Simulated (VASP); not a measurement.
# AlSi16 (a cell with a defect) in VASP: notebook

AlSi16 (a cell with a defect) is run at these levels: PBE; tasks: single point.

All numbers are computed with VASP 6.6.1; they aren't measurements. Logs are shortened: lines on timing, memory, paths and dates and some standing lists are left out, and cuts for length are marked.

### 1 The cell of the first run

The cell holds a defect, 17 atoms: a = 7.679 Å, b = 7.679 Å, c = 7.679 Å, α = 60.00°, β = 60.00°, γ = 60.00°.

### 2 Single point, PBE, collinear spin, zero start

INCAR reads:

```
SYSTEM = AlSi16
ALGO = Normal
EDIFF = 1E-6
ENCUT = 520
GGA = PE
ISIF = 2
ISMEAR = 0
ISPIN = 2
LASPH = .TRUE.
LCHARG = .TRUE.
LELF = .TRUE.
LORBIT = 11
LREAL = Auto
LVHAR = .TRUE.
LWAVE = .FALSE.
MAGMOM = 0 0 0 0 0 0 0 0 0 0 0 0 0 0 0 0 0
NBANDS = 52
NELM = 150
PREC = Accurate
SIGMA = 0.02
```

KPOINTS reads:

```
k-points
0
G
  2 2 2
  0 0 0
```

POSCAR reads:

```
AlSi16
1.0
    0.0000000000      5.4300000000      5.4300000000
    5.4300000000      0.0000000000      5.4300000000
    5.4300000000      5.4300000000      0.0000000000
Si Al
16 1
Direct
   -0.0004883057     -0.0000131676      0.0001986188
    0.1232922652      0.1238014733      0.1238405157
    0.0008826888      0.0014292818      0.4988009208
    0.1232799263      0.1238093923      0.6289795580
    0.0007379374      0.4987502762      0.0016307551
    0.1232783610      0.6288288214      0.1239050645
    0.0007051565      0.4987469613      0.4987915285
    0.1374155617      0.6207256906      0.6208770718
    0.4982271639      0.0012689687      0.0016295580
    0.6284083794      0.1237627072      0.1238625230
    0.4981991713      0.0012595764      0.4987592081
    0.6201425414      0.1381060773      0.6208046041
    0.4981178637      0.4986313076      0.0015454880
    0.6199966851      0.6204966851      0.1386018416
    0.4992078269      0.4998897790      0.5003538674
    0.6199523941      0.6204884899      0.6207564457
    0.7491653775      0.7498988950      0.7503574586
```

Potentials or basis: VASP PAW PBE potentials, release 64 (Si, Al).

Started as:

```console
$ cat potpaw_PBE.64/Si/POTCAR potpaw_PBE.64/Al/POTCAR > POTCAR
$ mpirun -np 1 vasp_std > vasp.out
```

OUTCAR:

```text
SYSTEM = AlSi16
   EDIFF = 1E-6
   ENCUT = 520
   GGA = PE
   ISIF = 2
   ISMEAR = 0
   ISPIN = 2
   LASPH = .TRUE.
   LORBIT = 11
   LREAL = Auto
   NELM = 150
   PREC = Accurate

 ion  position               nearest neighbor table
   1  1.000  1.000  0.000-  10 2.33   6 2.33   4 2.33   2 2.33
   2  0.123  0.124  0.124-   1 2.33   9 2.35   5 2.35   3 2.35
   3  0.001  0.001  0.499-   4 2.35   2 2.35   8 2.39  12 2.39  17 2.73
   4  0.123  0.124  0.629-   1 2.33  11 2.35   7 2.35   3 2.35
   5  0.001  0.499  0.002-   6 2.35   2 2.35  14 2.39   8 2.39  17 2.73
   6  0.123  0.629  0.124-   1 2.33  13 2.35   7 2.35   5 2.35
   7  0.001  0.499  0.499-   6 2.35   4 2.35  16 2.39   8 2.39  17 2.73
   8  0.137  0.621  0.621-  15 2.27   3 2.39   5 2.39   7 2.39  17 2.43
   9  0.498  0.001  0.002-  10 2.35   2 2.35  14 2.39  12 2.39  17 2.73
  10  0.628  0.124  0.124-   1 2.33  13 2.35  11 2.35   9 2.35
  11  0.498  0.001  0.499-  10 2.35   4 2.35  16 2.39  12 2.39  17 2.73
  12  0.620  0.138  0.621-  15 2.27   3 2.39   9 2.39  11 2.39  17 2.43
  13  0.498  0.499  0.002-   6 2.35  10 2.35  16 2.39  14 2.39  17 2.73
  14  0.620  0.620  0.139-  15 2.27   5 2.39   9 2.39  13 2.39  17 2.43
  15  0.499  0.500  0.500-  16 2.27  14 2.27  12 2.27   8 2.27
  16  0.620  0.620  0.621-  15 2.27   7 2.39  11 2.39  13 2.39  17 2.43
  17  0.749  0.750  0.750-  12 2.43  16 2.43  14 2.43   8 2.43  13 2.73  11 2.73   9 2.73   7 2.73
                             5 2.73   3 2.73

  LATTYP: Found a face centered cubic cell.
 ALAT       =    10.8600000000

  Lattice vectors:

 A1 = (   0.0000000000,   5.4300000000,   5.4300000000)
 A2 = (   5.4300000000,   0.0000000000,   5.4300000000)
 A3 = (   5.4300000000,   5.4300000000,   0.0000000000)

Analysis of symmetry for initial positions (statically):
=====================================================================
 Subroutine PRICEL returns:
 Original cell was already a primitive cell.

 Routine SETGRP: Setting up the symmetry group for a
 face centered cubic supercell.

 Subroutine GETGRP returns: Found  1 space group operations
 (whereof  1 operations were pure point group operations)
 out of a pool of 48 trial point group operations.

The static configuration has the point symmetry C_1 .

Analysis of symmetry for dynamics (positions and initial velocities):
=====================================================================
 Subroutine PRICEL returns:
 Original cell was already a primitive cell.

 Routine SETGRP: Setting up the symmetry group for a
 face centered cubic supercell.

 Subroutine GETGRP returns: Found  1 space group operations
 (whereof  1 operations were pure point group operations)
 out of a pool of 48 trial point group operations.

The dynamic configuration has the point symmetry C_1 .

Analysis of structural, dynamic, and magnetic symmetry:
=====================================================================
 Subroutine PRICEL returns:
 Original cell was already a primitive cell.

 Routine SETGRP: Setting up the symmetry group for a
 face centered cubic supercell.

 Subroutine GETGRP returns: Found  1 space group operations
 (whereof  1 operations were pure point group operations)
 out of a pool of 48 trial point group operations.

The overall configuration has the point symmetry C_1 .

 Subroutine INISYM returns: Found  1 space group operations
 (whereof  1 operations are pure point group operations),
 and found     1 'primitive' translations

----------------------------------------------------------------------------------------

                                     Primitive cell

  volume of cell :     320.2060

  direct lattice vectors                    reciprocal lattice vectors
     0.000000000  5.430000000  5.430000000    -0.092081031  0.092081031  0.092081031
     5.430000000  0.000000000  5.430000000     0.092081031 -0.092081031  0.092081031
     5.430000000  5.430000000  0.000000000     0.092081031  0.092081031 -0.092081031

  length of vectors
     7.679179644  7.679179644  7.679179644     0.159489025  0.159489025  0.159489025

  position of ions in fractional coordinates (direct lattice)
     0.999511694  0.999986832  0.000198619
     0.123292265  0.123801473  0.123840516
     0.000882689  0.001429282  0.498800921
     0.123279926  0.123809392  0.628979558
     0.000737937  0.498750276  0.001630755
     0.123278361  0.628828821  0.123905065
[... 9 lines left out ...]
     0.619952394  0.620488490  0.620756446
     0.749165377  0.749898895  0.750357459

  ion indices of the primitive-cell ions
   primitive index   ion index
                 1           1
                 2           2
                 3           3
                 4           4
                 5           5
                 6           6
[... 9 lines left out ...]
                16          16
                17          17

----------------------------------------------------------------------------------------

[... 74 lines left out ...]
  Fermi-wavevector in a.u.,A,eV,Ry     =   0.971904  1.836632 12.852022  0.944597
  Thomas-Fermi vector in A             =   2.102159
   LORBIT       =     11    0 simple, 1 ext, 2 COOP (PROOUT), +10 PAW based schemes
   GGA     = PE    functional components
   LHFCALC =     F    Hartree Fock is set to
   AEXX    =    0.0000 exact exchange contribution
   IVDW    =     0    specifies the selected vdW correction
   LEPSILON=     F    determine dielectric tensor
   LRPA    =     F    only Hartree local field effects (RPA)
 spin polarized calculation
 Gauss-broadening in eV      SIGMA  =   0.02
  energy-cutoff  :      520.00
  volume of cell :      320.21
 maximum number of plane-waves:      8646
 NGX is ok and might be reduce to    60
   NGX = 29   NGY = 29   NGZ = 29

 number of electron      67.0000001 magnetization      -0.0168483

 number of electron      67.0000001 magnetization       0.0003237

 Free energy of the ion-electron system (eV)
  ---------------------------------------------------
  ext. energy  EPLUGINS =         0.00000000
  ---------------------------------------------------
  free energy    TOTEN  =       -86.69266420 eV

  energy without entropy =      -86.68984522  energy(sigma->0) =      -86.69125471

 E-fermi :   6.9034     XC(G=0):  -9.6571

 val. band max:        6.9031089311   @ k =   0.0000   0.0000   0.0000
 cond. band min:       6.9036001919   @ k =   0.0000   0.0000   0.0000
 fundamental gap:      0.0004912609
 Fermi energy:         6.9033711668

 spin component 1

 k-point     1 :       0.0000    0.0000    0.0000
  band No.  band energies     occupation
      1      -6.0078      1.00000
      2      -3.5544      1.00000
      3      -3.5383      1.00000
      4      -3.5380      1.00000
      5      -3.5375      1.00000
      6      -2.4026      1.00000
[... 373 lines left out ...]
     44      10.3347      0.00000
     45      10.4675      0.00000
 Fermi energy:         6.9033711668

 spin component 2

 k-point     1 :       0.0000    0.0000    0.0000
  band No.  band energies     occupation
      1      -6.0077      1.00000
      2      -3.5544      1.00000
      3      -3.5383      1.00000
      4      -3.5380      1.00000
      5      -3.5375      1.00000
      6      -2.4026      1.00000
[... 373 lines left out ...]
     44      10.3344      0.00000
     45      10.4673      0.00000
 [bands above 45 left out]

------------------------ aborting loop because EDIFF is reached ----------------------------------------

  FORCE on cell =-STRESS in cart. coord.  units (eV):
  Direction    XX          YY          ZZ          XY          YZ          ZX
  --------------------------------------------------------------------------------------
  -------------------------------------------------------------------------------------
  Total       10.7798525     10.7825933     10.7903539     -0.0115447      0.0004228     -0.0032578
  in kB       53.9378854     53.9515994     53.9904302     -0.0577650      0.0021155     -0.0163004
  external PRESSURE =      53.9599717 kB  Pullay stress =       0.0000000 kB

 VOLUME and BASIS-vectors are now :
 -----------------------------------------------------------------------------
  energy-cutoff  :      520.00
  volume of cell :      320.21
      direct lattice vectors                 reciprocal lattice vectors
     0.000000000  5.430000000  5.430000000    -0.092081031  0.092081031  0.092081031
     5.430000000  0.000000000  5.430000000     0.092081031 -0.092081031  0.092081031
     5.430000000  5.430000000  0.000000000     0.092081031  0.092081031 -0.092081031

 POSITION                                       TOTAL-FORCE (eV/Angst)
 -----------------------------------------------------------------------------------
      5.43101      5.42843     10.85728        -0.001278      0.003074      0.010469
      1.34470      1.34193      1.34172         0.000667      0.000089     -0.005278
      2.71625      2.71328      0.01255         0.000063     -0.000964      0.011104
      4.08764      4.08477      1.34169        -0.001404     -0.001411     -0.005779
      2.71707      0.01286      2.71222        -0.005481      0.011847     -0.001845
      4.08735      1.34221      4.08394         0.002414     -0.004391     -0.001517
[... 9 lines left out ...]
      6.73996      6.73705      6.73559         0.002991      0.001768      0.002458
      8.14639      8.14241      8.13992         0.001076     -0.000438      0.000983
 -----------------------------------------------------------------------------------
    total drift:                               -0.002175      0.003307      0.004383

  FREE ENERGIE OF THE ION-ELECTRON SYSTEM (eV)
  ---------------------------------------------------
  free  energy   TOTEN  =       -86.6926642016 eV

  energy  without entropy=      -86.6898452163  energy(sigma->0) =      -86.69125471

 total charge

# of ion       s       p       d       tot
------------------------------------------
    1        0.736   0.970   0.000   1.706
    2        0.746   0.949   0.000   1.695
    3        0.743   0.929   0.000   1.672
    4        0.746   0.949   0.000   1.695
    5        0.743   0.929   0.000   1.672
    6        0.746   0.950   0.000   1.696
[... 9 lines left out ...]
   16        0.758   0.950   0.000   1.708
   17        0.508   0.335   0.000   0.843
--------------------------------------------------
tot         12.479  15.471   0.000  27.950

 magnetization (x)

# of ion       s       p       d       tot
------------------------------------------
    1        0.000   0.000   0.000   0.000
    2       -0.000  -0.000   0.000  -0.000
    3        0.000   0.000   0.000   0.000
    4       -0.000  -0.000   0.000  -0.000
    5       -0.000  -0.000   0.000  -0.000
    6       -0.000  -0.000   0.000  -0.000
[... 9 lines left out ...]
   16       -0.000  -0.000   0.000  -0.000
   17        0.000  -0.000   0.000   0.000
--------------------------------------------------
tot          0.000   0.000   0.000   0.000
```

Run time: 4 min. Hardware: 1 thread of Intel Xeon 6975P-C (Granite Rapids), shared host; peak memory 0.7 GiB.

What came out:

```
Free energy                                           : -86.6927 eV
Pressure                                              : 5.4 GPa
Largest force                                         : 0.013 eV/Å
Net moment                                            : 0.00 μB per cell
Valence electrons inside the program's atomic spheres : Si 1.71, 1.70, 1.67, 1.75 (each value once); Al 0.84
```

Forces on the atoms (eV/Å):
```
Si  -0.001  0.003  0.010
Si   0.001  0.000 -0.005
Si   0.000 -0.001  0.011
Si  -0.001 -0.001 -0.006
Si  -0.005  0.012 -0.002
Si   0.002 -0.004 -0.002
Si  -0.012  0.006  0.000
Si   0.002 -0.002  0.001
Si   0.010 -0.005  0.001
Si   0.000 -0.001 -0.004
Si   0.006 -0.010  0.002
Si  -0.002  0.001 -0.001
Si  -0.001  0.003 -0.009
Si  -0.002 -0.003  0.002
Si  -0.001  0.001 -0.001
Si   0.003  0.002  0.002
Al   0.001  0.000  0.001
```

Levels at points of the mesh, in eV from the Fermi level:
Spin up:
| k point | band 30 | band 31 | band 32 | band 33 | band 34 | band 35 | band 36 | band 37 |
| --- | --- | --- | --- | --- | --- | --- | --- | --- |
| (0.00, 0.00, 0.00) | -1.75 | -0.75 | -0.75 | -0.75 | -0.22 | -0.22 | -0.22 | 0.00 |
| (0.50, 0.00, 0.00) | -1.58 | -1.41 | -1.41 | -0.61 | 0.22 | 0.54 | 0.54 | 0.87 |
| (0.00, 0.50, 0.00) | -1.58 | -1.41 | -1.41 | -0.61 | 0.22 | 0.54 | 0.54 | 0.87 |
| (0.00, 0.00, 0.50) | -1.58 | -1.41 | -1.41 | -0.61 | 0.22 | 0.54 | 0.54 | 0.87 |
| (0.50, 0.50, 0.50) | -1.58 | -1.41 | -1.41 | -0.61 | 0.22 | 0.54 | 0.54 | 0.87 |
| (0.50, 0.50, 0.00) | -2.03 | -2.02 | -1.90 | -0.26 | 0.19 | 1.08 | 1.40 | 1.40 |
| (0.00, 0.50, 0.50) | -2.03 | -2.03 | -1.90 | -0.26 | 0.19 | 1.08 | 1.40 | 1.40 |
| (0.50, 0.00, 0.50) | -2.03 | -2.03 | -1.90 | -0.26 | 0.19 | 1.08 | 1.40 | 1.40 |
Spin down:
```csv
k point,band 30,band 31,band 32,band 33,band 34,band 35,band 36,band 37
"(0.00, 0.00, 0.00)",-1.75,-0.75,-0.75,-0.75,-0.22,-0.22,-0.22,0.00
"(0.50, 0.00, 0.00)",-1.58,-1.41,-1.41,-0.61,0.22,0.54,0.54,0.87
"(0.00, 0.50, 0.00)",-1.58,-1.41,-1.41,-0.61,0.22,0.54,0.54,0.87
"(0.00, 0.00, 0.50)",-1.58,-1.41,-1.41,-0.61,0.22,0.54,0.54,0.87
"(0.50, 0.50, 0.50)",-1.58,-1.41,-1.41,-0.61,0.22,0.54,0.54,0.87
"(0.50, 0.50, 0.00)",-2.03,-2.02,-1.90,-0.26,0.19,1.08,1.40,1.40
"(0.00, 0.50, 0.50)",-2.03,-2.03,-1.90,-0.26,0.19,1.08,1.40,1.40
"(0.50, 0.00, 0.50)",-2.03,-2.03,-1.90,-0.26,0.19,1.08,1.40,1.40
```

Caveat: the k points lie up to 0.50 Å⁻¹ apart.

### 3 Single point, PBE, collinear spin

INCAR reads:

```
SYSTEM = AlSi16
PREC = Accurate
ENCUT = 520
EDIFF = 1E-7
ISMEAR = 0
SIGMA = 0.02
LREAL = Auto
LASPH = .True.
NELM = 150
ALGO = Normal
ISIF = 2
LWAVE = .False.
LCHARG = .True.
ISPIN = 2
MAGMOM = 0 0 0 0 0 0 0 0 0 0 0 0 0 0 0 0 1
LORBIT = 11
GGA = PE
LELF = .True.
LVHAR = .True.
NBANDS = 52
```

KPOINTS reads:

```
regular mesh
0
Gamma
  2 2 2
  0 0 0
```

POSCAR reads:

```
AlSi16
1.0
    0.0000000000      5.4300000000      5.4300000000
    5.4300000000      0.0000000000      5.4300000000
    5.4300000000      5.4300000000      0.0000000000
Si Al
16 1
Direct
    0.0043141040     -0.0129447920      0.0043128271
    0.1264326879      0.1236375287      0.1264218556
   -0.0037972433      0.0012752476      0.5012710489
    0.1263890011      0.1236188155      0.6235930113
    0.0045249723      0.5045192954      0.0045213145
    0.1249248503      0.6252568330      0.1251423682
    0.0043549533      0.5043523730      0.4869332862
    0.1264432218      0.6264266440      0.6236169724
    0.5012734201      0.0012847736     -0.0038205064
    0.6235530819      0.1236280261      0.1263989391
    0.5012492597      0.0012626163      0.5012581998
    0.6250050341      0.1249817773      0.6249901759
    0.4867005852      0.5044295351      0.0044309218
    0.6235777633      0.6264465319      0.1264524662
    0.5012789434      0.4961666280      0.5012862519
    0.6235580731      0.6264038579      0.6236073284
    0.8748927917      0.3753650087      0.8752030390
```

Potentials or basis: VASP PAW PBE potentials, release 64 (Si, Al).

Started as:

```console
$ cat potpaw_PBE.64/Si/POTCAR potpaw_PBE.64/Al/POTCAR > POTCAR
$ mpirun -np 1 vasp_std > vasp.out
```

Wall time 4.1 min (1 thread of Intel Xeon 6975P-C (Granite Rapids), shared host); peak memory 0.7 GiB.

Results (log left out):

* Free energy: -86.6950 eV
* Pressure: 5.4 GPa
* Largest force: 0.004 eV/Å
* Net moment: 0.25 μB per cell
* Valence electrons inside the program's atomic spheres: Si 1.71, 1.67, 1.70, 1.75 (each value once); Al 0.84

Forces on the atoms (eV/Å):
```
Si   0.003 -0.002  0.002
Si   0.001  0.002  0.000
Si   0.001 -0.001 -0.001
Si  -0.003  0.000  0.001
Si  -0.001 -0.002 -0.001
Si  -0.002  0.000 -0.001
Si   0.003  0.002 -0.002
Si   0.001  0.000  0.002
Si  -0.001 -0.001  0.001
Si   0.001  0.001 -0.002
Si   0.001  0.001  0.001
Si  -0.001  0.000  0.000
Si  -0.001  0.002  0.002
Si   0.002  0.000  0.001
Si  -0.001  0.001 -0.001
Si   0.001 -0.003  0.001
Al  -0.004 -0.001 -0.002
```

Levels at points of the mesh, in eV from the Fermi level:
Spin up:
| k point | band 31 | band 32 | band 33 | band 34 | band 35 | band 36 |
| --- | --- | --- | --- | --- | --- | --- |
| (0.00, 0.00, 0.00) | -0.76 | -0.76 | -0.76 | -0.23 | -0.23 | -0.23 |
| (0.50, 0.00, 0.00) | -1.42 | -1.42 | -0.62 | 0.22 | 0.52 | 0.52 |
| (0.00, 0.50, 0.00) | -1.42 | -1.42 | -0.62 | 0.22 | 0.52 | 0.52 |
| (0.00, 0.00, 0.50) | -1.42 | -1.42 | -0.62 | 0.22 | 0.52 | 0.52 |
| (0.50, 0.50, 0.50) | -1.42 | -1.42 | -0.62 | 0.22 | 0.52 | 0.52 |
| (0.50, 0.50, 0.00) | -2.03 | -1.91 | -0.27 | 0.17 | 1.07 | 1.39 |
| (0.00, 0.50, 0.50) | -2.03 | -1.91 | -0.27 | 0.17 | 1.07 | 1.39 |
| (0.50, 0.00, 0.50) | -2.03 | -1.91 | -0.27 | 0.17 | 1.07 | 1.39 |
Spin down:
```
           k point  band 29  band 30  band 31  band 32  band 33  band 34  band 35  band 36  band 37  band 38
(0.00, 0.00, 0.00)    -1.75    -1.75    -0.75    -0.75    -0.75    -0.22    -0.22    -0.22     0.04     0.04
(0.50, 0.00, 0.00)    -1.57    -1.57    -1.41    -1.41    -0.60     0.23     0.56     0.56     0.89     0.89
(0.00, 0.50, 0.00)    -1.57    -1.57    -1.41    -1.41    -0.60     0.23     0.56     0.56     0.89     0.89
(0.00, 0.00, 0.50)    -1.57    -1.57    -1.41    -1.41    -0.60     0.23     0.56     0.56     0.89     0.89
(0.50, 0.50, 0.50)    -1.57    -1.57    -1.41    -1.41    -0.60     0.23     0.56     0.56     0.89     0.89
(0.50, 0.50, 0.00)    -2.15    -2.02    -2.02    -1.90    -0.24     0.21     1.10     1.41     1.41     1.46
(0.00, 0.50, 0.50)    -2.15    -2.02    -2.02    -1.90    -0.24     0.21     1.10     1.41     1.41     1.46
(0.50, 0.00, 0.50)    -2.15    -2.02    -2.02    -1.90    -0.24     0.21     1.10     1.41     1.41     1.46
```

Caveat: the k points lie up to 0.50 Å⁻¹ apart.
